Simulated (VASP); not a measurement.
**WSe2: single point with PBEsol**

The system is WSe2.

```xyz
6
Lattice="-3.2712 0.0000 0.0000 -1.6356 -2.8329 0.0000 -2.8621 -1.6524 13.2207" Properties=species:S:1:pos:R:3 pbc="T T T"
W    -1.6356   -0.9443    7.4472
W    -3.2712   -1.8886    0.8369
Se   -1.6356   -0.9443   12.3836
Se   -3.2712   -1.8886    5.7733
Se   -1.6356   -0.9443    2.5108
Se   -3.2712   -1.8886    9.1211
```

This cell differs from its parent crystal: the part above a cut slid along it.

* Program: VASP 6.6.1
* Task: single point
* Functional: PBEsol
* Potentials or basis: VASP PAW PBE potentials, release 64 (W_sv, Se)
* Cutoff: 520 eV
* k mesh: 9 × 9 × 2
* Occupations: gaussian, width 0.05 eV
* Spin: no spin polarisation
* Dipole correction: no
* Further INCAR settings: ALGO = Normal; EDIFF = 1e-06; NBANDS = 35

- Pressure: 32.5 GPa
- Largest force: 40.002 eV/Å
- Band gap on the k mesh: 0.35 eV (least direct gap 0.63 eV)

Forces on the atoms (eV/Å):
```
W    -0.012  -0.007  -0.008
W     8.161   4.712  37.895
Se   -8.782  -5.070 -38.696
Se    0.002   0.001  -0.096
Se    0.643   0.371   0.824
Se   -0.012  -0.007   0.081
```

Stress tensor (GPa, compression positive):
```
 7.58  3.80 20.82
 3.80  3.18 12.02
20.82 12.02 86.68
```

Levels at points of the mesh, in eV from the valence-band top:
```tsv
k point	band 22	band 23	band 24	band 25	band 26	band 27	band 28	band 29	band 30	band 31
(0.00, 0.00, 0.00)	-1.77	-1.77	-1.38	-0.83	-0.52	1.24	2.19	2.46	2.46	2.64
(0.00, 0.00, 0.50)	-1.92	-1.77	-1.77	-1.08	-0.29	1.24	2.19	2.45	2.45	2.65
```

Run time: 86 s on 1 thread of Intel(R) Xeon(R) 6975P-C (Granite Rapids), on a shared host, peak memory 0.34 GiB.

Caveat: the cell differs from its parent crystal (the part above a cut slid along it); atoms lie so close that the PAW spheres overlap strongly, which falsifies energies and pressures; the stress differs along the axes, from 3 to 87 GPa; the PAW data sets were made with another functional, which shifts forces and pressure a little; spin-orbit coupling is left out, which moves the levels of the heavy elements; this functional lacks dispersion, which binds layers or chains, so the pressure and a relaxed spacing across them are unreliable. A k mesh can miss the band edges.
